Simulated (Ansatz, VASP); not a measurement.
**WI6 in VASP and in Ansatz**

```
W I
1.0
    10.46751    0.00000    0.00000
    -5.23376    9.06513    0.00000
     0.00000    0.00000    3.01886
W I
1 6
Direct
  0.00000 0.00000 0.00000
  0.33402 0.00000 0.50000
  0.66598 0.00000 0.50000
  0.00000 0.33402 0.50000
  0.00000 0.66598 0.50000
  0.66598 0.66598 0.50000
  0.33402 0.33402 0.50000
```

Change from the starting cell: species swapped into the SmC6 type (P6/mmm, No. 191).

Alike in both runs: functional PBE; k mesh 3 × 3 × 4; occupations gaussian, width 0.1 eV; no spin polarisation.

Ansatz relaxed the structure, and its values are those at the end. VASP's run is a single point on that final structure, the one shown.

|  | VASP | Ansatz |
| --- | --- | --- |
| version | VASP 6.6.1 | Ansatz 0.2.0 |
| potentials or method | VASP PAW PBE potentials, release 64 (W_sv, I), cutoff 500 eV | scalar-relativistic, plane waves, PAW |
| valence electrons in the cell | 56 | 116 |

VASP gave:

- gap on the k mesh at the Fermi level (eV): none
- pressure (GPa): -0.1
- rms of the force components (eV/Å): 0.010

**Question.** Which values does Ansatz return?

**Answer.** gap on the k mesh at the Fermi level (eV): none; pressure (GPa): 0.0; rms of the force components (eV/Å): 0.010.

A gap of «none» marks a metal or a gap that the smearing closes. VASP's potentials hold 56 valence electrons a cell and Ansatz's 116, so a difference there can come from the potentials and not from the codes.

The k mesh is coarse, so the values compare programs but aren't converged. Neither program's run includes spin-orbit coupling.
